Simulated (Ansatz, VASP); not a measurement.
**Two plane-wave programs on MgI2**

File INCAR:

```
SYSTEM = MgI2
PREC = Accurate
ENCUT = 520
EDIFF = 1E-7
ISMEAR = 0
SIGMA = 0.05
LREAL = .False.
LASPH = .True.
NELM = 60
ALGO = Normal
ISIF = 2
LWAVE = .False.
LCHARG = .True.
LELF = .True.
LVHAR = .True.
NBANDS = 15
```

File KPOINTS:

```
Automatic mesh
0
Gamma
  6 6 4
  0 0 0
```

POSCAR

```
MgI2
1.0
    4.0409034065      0.0000000000      0.0000000000
   -2.0204517033      3.4995250043      0.0000000000
    0.0000000000      0.0000000000      6.6285688777
Mg I
1 2
Direct
    0.0000000000      0.0000000000      0.0000000000
    0.3333333333      0.6666666667      0.7523486881
    0.6666666667      0.3333333333      0.2476513119
```

Input for Ansatz:

```yaml
crystal:
  lattice:
    - [4.0409034065, 0.0, 0.0]
    - [-2.0204517033, 3.4995250043, 0.0]
    - [0.0, 0.0, 6.6285688777]
  atoms:
    - { symbol: Mg, position: [0.0, 0.0, 0.0] }
    - { symbol: I, position: [0.3333333333, 0.6666666667, 0.7523486881] }
    - { symbol: I, position: [0.6666666667, 0.3333333333, 0.2476513119] }
basis:
  ecutwfc: 520.0
kpoints:
  mp_grid: { grid: [6, 6, 4] }
hamiltonian:
  xc: lda
scf:
  occupations: { method: gaussian, width: 0.05 }
output:
  forces: true
  stress: true
  eigenvalues: true
```

Alike in both runs: task single point; functional LDA; k mesh 6 × 6 × 4; occupations gaussian, width 0.05 eV; no spin polarisation.

```csv
,VASP,Ansatz
version,VASP 6.6.1,Ansatz 0.2.0
potentials or method,"VASP PAW LDA potentials, release 64 (Mg, I), cutoff 520 eV","scalar-relativistic, plane waves, PAW"
valence electrons in the cell,16,44
```

|  | VASP | Ansatz | Ansatz less VASP |
| --- | --- | --- | --- |
| gap on the k mesh at the Fermi level (eV) | 3.33 | 3.35 | +0.020 |
| least direct gap on the mesh (eV) | 3.71 | 3.70 | -0.011 |
| pressure (GPa) | 0.9 | 1.0 | +0.10 |
| rms of the force components (eV/Å) | 0.060 | 0.064 | +0.0038 |

LDA's correlation is that of Perdew and Zunger in VASP and of Perdew and Wang (1992) in Ansatz. Atom by atom the forces differ by 0.004 eV/Å (rms over components). VASP's potentials hold 16 valence electrons a cell and Ansatz's 44, so a difference there can come from the potentials and not from the codes.

Neither program's run includes spin-orbit coupling.
